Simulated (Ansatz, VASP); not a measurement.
**GaN in VASP and in Ansatz**

INCAR

```
SYSTEM = GaN
PREC = Accurate
ENCUT = 520
EDIFF = 1E-6
ISMEAR = 0
SIGMA = 0.1
LREAL = .False.
LASPH = .True.
NELM = 100
ALGO = Normal
ISIF = 2
LWAVE = .False.
LCHARG = .False.
LDIPOL = .True.
IDIPOL = 3
DIPOL = 0.5 0.5 0.363
GGA = PS
NBANDS = 46
```

The input KPOINTS:

```
Automatic mesh
0
Gamma
  12 12 1
  0 0 0
```

File POSCAR:

```
GaN
1.0
    3.1825784893      0.0000000000      0.0000000000
   -1.5912892447      2.7561938213      0.0000000000
    0.0000000000      0.0000000000     32.7309418955
N Ga
4 4
Direct
    0.5978146524      0.4021853476      0.2405367062
    0.2628394654      0.7371605346      0.3144583223
    0.5954708348      0.4045291652      0.3924033915
    0.2612558095      0.7387441905      0.4710851276
    0.2644668526      0.7355331474      0.2510714447
    0.5961899993      0.4038100007      0.3309074387
    0.2621408817      0.7378591183      0.4101447035
    0.5945957982      0.4054042018      0.4908649648
```

Input for Ansatz:

```yaml
crystal:
  lattice:
    - [3.1825784893, 0.0, 0.0]
    - [-1.5912892447, 2.7561938213, 0.0]
    - [0.0, 0.0, 32.7309418955]
  atoms:
    - { symbol: "N", position: [0.5978146524, 0.4021853476, 0.2405367062] }
    - { symbol: Ga, position: [0.2644668526, 0.7355331474, 0.2510714447] }
    - { symbol: "N", position: [0.2628394654, 0.7371605346, 0.3144583223] }
    - { symbol: Ga, position: [0.5961899993, 0.4038100007, 0.3309074387] }
    - { symbol: "N", position: [0.5954708348, 0.4045291652, 0.3924033915] }
    - { symbol: Ga, position: [0.2621408817, 0.7378591183, 0.4101447035] }
    - { symbol: "N", position: [0.2612558095, 0.7387441905, 0.4710851276] }
    - { symbol: Ga, position: [0.5945957982, 0.4054042018, 0.4908649648] }
basis:
  ecutwfc: 420
kpoints:
  mp_grid: { grid: [12, 12, 1] }
hamiltonian:
  xc: pbesol
scf:
  occupations: { method: gaussian, width: 0.1 }
output:
  forces: true
  stress: true
  eigenvalues: true
  write_density: true
  write_potential: true
  elf: true
  volumetric_format: npy
efield:
  axis: 3
  dipole_correction: true
  ramp_width: 0.04
```

Alike in both runs: task single point; functional PBEsol; k mesh 12 × 12 × 1; occupations gaussian, width 0.1 eV; no spin polarisation.

|  | VASP | Ansatz |
| --- | --- | --- |
| version | VASP 6.6.1 | Ansatz 0.2.0 |
| potentials or method | VASP PAW PBE potentials, release 64 (N, Ga_d), cutoff 520 eV | scalar-relativistic, plane waves, PAW |
| valence electrons in the cell | 72 | 72 |

|  | VASP | Ansatz | Ansatz less VASP |
| --- | --- | --- | --- |
| gap on the k mesh at the Fermi level (eV) | none | none | - |
| rms of the force components (eV/Å) | 0.293 | 0.291 | -0.0026 |

VASP's potentials were made for PBE, not for PBEsol. A gap of «none» marks a metal or a gap that the smearing closes. Ansatz's warnings: xc potential rough in thin density.
